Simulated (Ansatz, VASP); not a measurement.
# B2Pt: VASP beside Ansatz

```
B Pt
1.0
     3.03821    0.00000    0.00000
    -1.51910    2.63116    0.00000
     0.00000    0.00000    7.20339
B Pt
4 2
Direct
  0.33333 0.66667 0.89110
  0.00000 0.00000 0.33623
  0.00000 0.00000 0.83623
  0.66667 0.33333 0.39110
  0.66667 0.33333 0.09618
  0.33333 0.66667 0.59618
```

Alike in both runs: functional PBE; dispersion D3(BJ); k mesh 6 × 6 × 2; occupations gaussian, width 0.1 eV; no spin polarisation.

Ansatz relaxed the structure, and its values are those at the end. VASP's run is a single point on that final structure, the one shown.

|  | VASP | Ansatz |
| --- | --- | --- |
| version | VASP 6.6.1 | Ansatz 0.2.0 |
| potentials or method | VASP PAW PBE potentials, release 64 (B, Pt), cutoff 520 eV | scalar-relativistic, plane waves, PAW |
| valence electrons in the cell | 32 | 48 |

|  | VASP | Ansatz | Ansatz less VASP |
| --- | --- | --- | --- |
| gap on the k mesh at the Fermi level (eV) | none | none | - |
| pressure (GPa) | -0.2 | 0.0 | +0.14 |
| rms of the force components (eV/Å) | 0.004 | 0.004 | -0.0005 |

A gap of «none» marks a metal or a gap that the smearing closes. VASP's potentials hold 32 valence electrons a cell and Ansatz's 48, so a difference there can come from the potentials and not from the codes.

The k mesh is coarse, so the values compare programs but aren't converged. Spin-orbit coupling is off throughout.
